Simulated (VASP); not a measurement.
Wanted: the native input for a VASP 6.6.1 run.

- Task: single point
- Functional: PBEsol
- Potentials or basis: VASP PAW PBE potentials, release 64 (K_sv, Cl)
- Cutoff: 520 eV
- k mesh: 7 × 7 × 7
- Occupations: fermi-dirac, width 0.05 eV
- Spin: no spin polarisation
- Dipole correction: no
- Further INCAR settings: ALGO = Normal; EDIFF = 1e-06; NBANDS = 15

The structure of KCl (Sylvite) lies in POSCAR:

```
KCl
1.0
    0.0000000000      3.1212173345      3.1212173345
    3.1212173345      0.0000000000      3.1212173345
    3.1212173345      3.1212173345      0.0000000000
K Cl
1 1
Direct
    0.0000000000      0.0000000000      0.0000000000
    0.5000000000      0.5000000000      0.5000000000
```

One way to write it, as run:

INCAR

```
  PREC = Accurate
  ENCUT = 520
  EDIFF = 1E-6
  ISMEAR = -1
  SIGMA = 0.05
  LREAL = False
  LASPH = True
  NELM = 100
  ALGO = Normal
  ISIF = 2
  LWAVE = False
  LCHARG = False
  GGA = PS
  NBANDS = 15
```

KPOINTS

```
regular mesh
0
Gamma
  7 7 7
```

Potentials or basis: VASP PAW PBE potentials, release 64 (K_sv, Cl).

The run is started by

```console
$ cat potpaw_PBE.64/K_sv/POTCAR potpaw_PBE.64/Cl/POTCAR > POTCAR
$ mpirun -np 1 vasp_std > vasp.out
```

Results of the run:

```json
{"Pressure": "0.1 GPa", "Band gap on the k mesh": "5.10 eV, direct"}
```

Caveat: the PAW data sets were made with another functional, which shifts forces and pressure a little.

Run time: 23 s on 1 thread of Intel(R) Xeon(R) Platinum 8259CL CPU @ 2.50GHz (Skylake/Cascade Lake) (shared host), peak memory 0.2 GiB.
